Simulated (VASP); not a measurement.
# TaN (P6/mmm) in VASP: notebook, part 2 of 2

VASP 6.6.1. Earlier steps stand in the parts before.

**5. Single point, PBEsol**

This run uses another cell than the first one, of 11.24 Å³/atom, 1.078 times its volume.

Input file INCAR:

```
SYSTEM = TaN
  PREC = Accurate
  ENCUT = 520
  EDIFF = 1E-6
  ISMEAR = 0
  SIGMA = 0.1
  LREAL = .False.
  LASPH = .True.
  NELM = 100
  ALGO = Normal
  ISIF = 2
  LWAVE = .False.
  LCHARG = .False.
  GGA = PS
  NBANDS = 33
```

Input file KPOINTS:

```
Automatic mesh
0
Gamma
  12 12 12
  0 0 0
```

Input file POSCAR:

```
TaN
1.0
    5.1833193726      0.0000000000      0.0000000000
   -2.5916596863      4.4888862526      0.0000000000
    0.0000000000      0.0000000000      2.8993467665
Ta N
3 3
Direct
    0.0000000000      0.0000000000      0.0000000000
    0.3333333333      0.6666666667      0.5000000000
    0.6666666667      0.3333333333      0.5000000000
    0.5000000000      0.0000000000      0.0000000000
    0.5000000000      0.5000000000      0.0000000000
    0.0000000000      0.5000000000      0.0000000000
```

Potentials or basis: VASP PAW PBE potentials, release 64 (Ta_pv, N).

On the command line:

```bash
> cat potpaw_PBE.64/Ta_pv/POTCAR potpaw_PBE.64/N/POTCAR > POTCAR
> mpirun -np 1 vasp_std > vasp.out
```

OUTCAR:

```text
SYSTEM = TaN
   PREC = Accurate
   ENCUT = 520
   EDIFF = 1E-6
   ISMEAR = 0
   LREAL = .False.
   LASPH = .True.
   NELM = 100
   ISIF = 2
   GGA = PS

 ion  position               nearest neighbor table
   1  0.000  0.000  0.000-   4 2.59   4 2.59   6 2.59   6 2.59   5 2.59   5 2.59   3 3.33   3 3.33
                             2 3.33   2 3.33   2 3.33   3 3.33   2 3.33   3 3.33   2 3.33   3 3.33
   2  0.333  0.667  0.500-   6 2.08   6 2.08   4 2.08   4 2.08   5 2.08   5 2.08   3 2.99   3 2.99
                             3 2.99   1 3.33   1 3.33   1 3.33   1 3.33   1 3.33   1 3.33
   3  0.667  0.333  0.500-   6 2.08   6 2.08   4 2.08   4 2.08   5 2.08   5 2.08   2 2.99   2 2.99
                             2 2.99   1 3.33   1 3.33   1 3.33   1 3.33   1 3.33   1 3.33
   4  0.500  0.000  0.000-   2 2.08   3 2.08   2 2.08   3 2.08   1 2.59   1 2.59
   5  0.500  0.500  0.000-   2 2.08   3 2.08   2 2.08   3 2.08   1 2.59   1 2.59
   6  0.000  0.500  0.000-   2 2.08   3 2.08   2 2.08   3 2.08   1 2.59   1 2.59

  LATTYP: Found a hexagonal cell.
 ALAT       =     5.1833193726
 C/A-ratio  =     0.5593610114

  Lattice vectors:

 A1 = (   5.1833193726,   0.0000000000,   0.0000000000)
 A2 = (  -2.5916596863,   4.4888862526,   0.0000000000)
 A3 = (   0.0000000000,   0.0000000000,   2.8993467665)

[... 189 lines left out ...]

 k-point     1 :       0.0000    0.0000    0.0000
  band No.  band energies     occupation
      1     -28.0305      2.00000
      2     -28.0305      2.00000
      3     -27.6368      2.00000
      4     -27.6368      2.00000
      5     -27.4057      2.00000
      6     -27.3063      2.00000
[... 853 lines left out ...]
     32      11.7528      0.00000
     33      11.9354      0.00000

 [... further k-points ...]

------------------------ aborting loop because EDIFF is reached ----------------------------------------

  FORCE on cell =-STRESS in cart. coord.  units (eV):
  Direction    XX          YY          ZZ          XY          YZ          ZX
  --------------------------------------------------------------------------------------
  -------------------------------------------------------------------------------------
  Total        1.6192647      1.6192647      1.7707752      0.0000000     -0.0000000     -0.0000000
  in kB       38.4575584     38.4575584     42.0559332      0.0000000     -0.0000000     -0.0000000
  external PRESSURE =      39.6570167 kB  Pullay stress =       0.0000000 kB

 VOLUME and BASIS-vectors are now :
 -----------------------------------------------------------------------------
  energy-cutoff  :      520.00
  volume of cell :       67.46
      direct lattice vectors                 reciprocal lattice vectors
     5.183319373  0.000000000  0.000000000     0.192926565  0.111386204  0.000000000
    -2.591659686  4.488886253  0.000000000     0.000000000  0.222772408  0.000000000
     0.000000000  0.000000000  2.899346766     0.000000000  0.000000000  0.344905277

 POSITION                                       TOTAL-FORCE (eV/Angst)
 -----------------------------------------------------------------------------------
      0.00000      0.00000      0.00000        -0.000000      0.000000      0.000000
     -0.00000      2.99259      1.44967        -0.000000      0.000000      0.000000
      2.59166      1.49630      1.44967         0.000000     -0.000000     -0.000000
      2.59166      0.00000      0.00000        -0.000000      0.000000      0.000000
      1.29583      2.24444      0.00000        -0.000000      0.000000      0.000000
     -1.29583      2.24444      0.00000        -0.000000      0.000000      0.000000
 -----------------------------------------------------------------------------------
    total drift:                               -0.000000      0.000000     -0.000000

  FREE ENERGIE OF THE ION-ELECTRON SYSTEM (eV)
  ---------------------------------------------------
  free  energy   TOTEN  =       -68.6980440519 eV

  energy  without entropy=      -68.6947905702  energy(sigma->0) =      -68.69641731
```

It took 3.5 min on 1 thread of Intel Xeon 6975P-C, shared host; peak memory 0.36 GiB.

What came out:

```
Free energy            : -68.6980 eV
Pressure               : 4.0 GPa
Band gap on the k mesh : zero (band 24 reaches 9.03 eV, above the bottom of band 25 at 6.81 eV)
```

Caveat: the PAW data sets were made with another functional, which shifts forces and pressure a little; spin-orbit coupling is left out, which moves the levels of the heavy elements.

**6. Single point, PBEsol**

This run uses another cell than the first one, of 11.28 Å³/atom, 1.081 times its volume.

Input file INCAR:

```
SYSTEM = TaN
PREC     = Accurate       ! precision mode
ENCUT    = 600            ! plane-wave cutoff, eV
EDIFF    = 1E-6           ! SCF threshold, eV
ISMEAR   = 0              ! smearing method
SIGMA    = 0.1            ! smearing width, eV
LREAL    = .False.        ! projectors in reciprocal space
LASPH    = .True.         ! aspherical terms in the spheres
NELM     = 120            ! most SCF steps
ALGO     = Normal         ! electronic algorithm
ISIF     = 2              ! what is computed and relaxed
LWAVE    = .False.        ! write WAVECAR
LCHARG   = .True.         ! write CHGCAR
GGA      = PS             ! functional
LELF     = .True.         ! ELF
LVHAR    = .True.       
NBANDS   = 36             ! bands
GGA_COMPAT= .False.
```

Input file KPOINTS:

```
Automatic mesh
0
Gamma
  6 6 6
  0 0 0
```

POSCAR, as its differences from that of step 5:

```diff
@@ -2,5 +2,5 @@
 1.0
-    5.1833193726      0.0000000000      0.0000000000
-   -2.5916596863      4.4888862526      0.0000000000
-    0.0000000000      0.0000000000      2.8993467665
+    5.1849992558      0.0000000000      0.0000000000
+   -2.5924996279      4.4903410741      0.0000000000
+    0.0000000000      0.0000000000      2.9080000000
 Ta N
```

Potentials or basis: VASP PAW PBE potentials, release 64 (Ta_sv_GW, N).

On the command line:

```bash
> cat potpaw_PBE.64/Ta_sv_GW/POTCAR potpaw_PBE.64/N/POTCAR > POTCAR
> mpirun -np 1 vasp_std > vasp.out
```

OUTCAR:

```text
SYSTEM = TaN
   PREC = Accurate
   ENCUT = 600
   EDIFF = 1E-6
   ISMEAR = 0
   LREAL = .False.
   LASPH = .True.
   NELM = 120
   ISIF = 2
   GGA = PS

 ion  position               nearest neighbor table
   1  0.000  0.000  0.000-
   2  0.333  0.667  0.500-   4 2.09   4 2.09   6 2.09   6 2.09   5 2.09   5 2.09   3 2.99   3 2.99
                             3 2.99
   3  0.667  0.333  0.500-   4 2.09   4 2.09   6 2.09   6 2.09   5 2.09   5 2.09   2 2.99   2 2.99
                             2 2.99
   4  0.500  0.000  0.000-   2 2.09   3 2.09   2 2.09   3 2.09
   5  0.500  0.500  0.000-   2 2.09   3 2.09   2 2.09   3 2.09
   6  0.000  0.500  0.000-   2 2.09   3 2.09   2 2.09   3 2.09

  LATTYP: Found a hexagonal cell.
 ALAT       =     5.1849992558
 C/A-ratio  =     0.5608486822

  Lattice vectors:

 A1 = (   5.1849992558,   0.0000000000,   0.0000000000)
 A2 = (  -2.5924996279,   4.4903410741,   0.0000000000)
 A3 = (   0.0000000000,   0.0000000000,   2.9080000000)

Analysis of symmetry for initial positions (statically):
=====================================================================
 Subroutine PRICEL returns:
 Original cell was already a primitive cell.
[... 183 lines left out ...]
 fundamental gap:      0.1676376921
 Fermi energy:        12.0716697230

 k-point     1 :       0.0000    0.0000    0.0000
  band No.  band energies     occupation
      1     -57.1409      2.00000
      2     -57.0919      2.00000
      3     -56.8685      2.00000
      4     -24.0131      2.00000
      5     -24.0131      2.00000
      6     -23.6350      2.00000
[... 925 lines left out ...]
     35      16.0157      0.00000
     36      17.4304      0.00000

 [... further k-points ...]

------------------------ aborting loop because EDIFF is reached ----------------------------------------

  FORCE on cell =-STRESS in cart. coord.  units (eV):
  Direction    XX          YY          ZZ          XY          YZ          ZX
  --------------------------------------------------------------------------------------
  -------------------------------------------------------------------------------------
  Total        1.2456454      1.2456454      0.1704542      0.0000000     -0.0000000      0.0000000
  in kB       29.4769513     29.4769513      4.0336292      0.0000000     -0.0000000      0.0000000
  external PRESSURE =      20.9958439 kB  Pullay stress =       0.0000000 kB

 VOLUME and BASIS-vectors are now :
 -----------------------------------------------------------------------------
  energy-cutoff  :      600.00
  volume of cell :       67.71
      direct lattice vectors                 reciprocal lattice vectors
     5.184999256  0.000000000  0.000000000     0.192864059  0.111350116  0.000000000
    -2.592499628  4.490341074  0.000000000     0.000000000  0.222700232  0.000000000
     0.000000000  0.000000000  2.908000000     0.000000000  0.000000000  0.343878955

 POSITION                                       TOTAL-FORCE (eV/Angst)
 -----------------------------------------------------------------------------------
      0.00000      0.00000      0.00000         0.000000      0.000000      0.000000
     -0.00000      2.99356      1.45400        -0.000000      0.000000      0.000000
      2.59250      1.49678      1.45400        -0.000000      0.000000      0.000000
      2.59250      0.00000      0.00000         0.000000      0.000000      0.000000
      1.29625      2.24517      0.00000         0.000000      0.000000      0.000000
     -1.29625      2.24517      0.00000         0.000000      0.000000      0.000000
 -----------------------------------------------------------------------------------
    total drift:                               -0.000000      0.000000     -0.000000

  FREE ENERGIE OF THE ION-ELECTRON SYSTEM (eV)
  ---------------------------------------------------
  free  energy   TOTEN  =       -76.3015494544 eV

  energy  without entropy=      -76.2974097446  energy(sigma->0) =      -76.29947960
```

stdout:

```text
POSCAR found type information on POSCAR TaN
 POSCAR found :  2 types and       6 ions
 scaLAPACK will be used
 -----------------------------------------------------------------------------
|                                                                             |
|                                                                             |
|     You enforced a specific xc type in the INCAR file but a different       |
|     I HOPE YOU KNOW WHAT YOU ARE DOING!                                     |
|                                                                             |
 -----------------------------------------------------------------------------

 LDA part: xc-table for (Slater+PW92), standard interpolation
 POSCAR, INCAR and KPOINTS ok, starting setup
 FFT: planning ... GRIDC
 FFT: planning ... GRID_SOFT
 FFT: planning ... GRID
 WAVECAR not read
 entering main loop
```

Wall time 3.4 min (1 thread of Intel Xeon Platinum 8488C (Sapphire Rapids), shared host); peak memory 0.23 GiB.

What came out:

```yaml
Free_energy: -76.3015 eV
Pressure: 2.1 GPa
Band_gap_on_the_k_mesh: zero (band 27 reaches 12.93 eV, above the bottom of band 28 at 10.80 eV)
```

Stress tensor (GPa, compression positive):
```
2.95 0.00 0.00
0.00 2.95 0.00
0.00 0.00 0.40
```

Caveat: the k points lie up to 0.36 Å⁻¹ apart; the PAW data sets were made with another functional, which shifts forces and pressure a little; spin-orbit coupling is left out, which moves the levels of the heavy elements.

**7. The runs side by side**

| potentials or basis | cell | k mesh | cutoff (eV) | second run | gap on the mesh (eV) | pressure (GPa) |
| --- | --- | --- | --- | --- | --- | --- |
| VASP PAW PBE potentials, release 64 (Ta_pv, N) | a = 5.020, b = 5.020, c = 2.869 Å, angles 90.0, 90.0, 120.0°, 6 atoms | 12 × 12 × 12 | 520 | - | none | 31.5 |
| VASP PAW PBE potentials, release 64 (Ta_pv, N) | a = 5.104, b = 5.104, c = 2.884 Å, angles 90.0, 90.0, 120.0°, 6 atoms | 12 × 12 × 12 | 520 | - | none | 16.2 |
| VASP PAW PBE potentials, release 64 (Ta_pv, N) | a = 5.149, b = 5.149, c = 2.893 Å, angles 90.0, 90.0, 120.0°, 6 atoms | 12 × 12 × 12 | 520 | - | none | 9.1 |
| VASP PAW PBE potentials, release 64 (Ta_pv, N) | a = 5.183, b = 5.183, c = 2.899 Å, angles 90.0, 90.0, 120.0°, 6 atoms | 12 × 12 × 12 | 520 | - | none | 4.0 |
| VASP PAW PBE potentials, release 64 (Ta_sv_GW, N) | a = 5.185, b = 5.185, c = 2.908 Å, angles 90.0, 90.0, 120.0°, 6 atoms | 6 × 6 × 6 | 600 | valence_matched | none | 2.1 |

Alike in all rows: task single point; level PBEsol; no spin polarisation; smearing gaussian 0.1 eV.

Caveats: some runs use coarse meshes; the PAW data sets were made with another functional, which shifts forces and pressure a little; spin-orbit coupling is left out, which moves the levels of the heavy elements.

Total energies depend on the potentials used, so only differences within one code and one set of settings carry meaning.
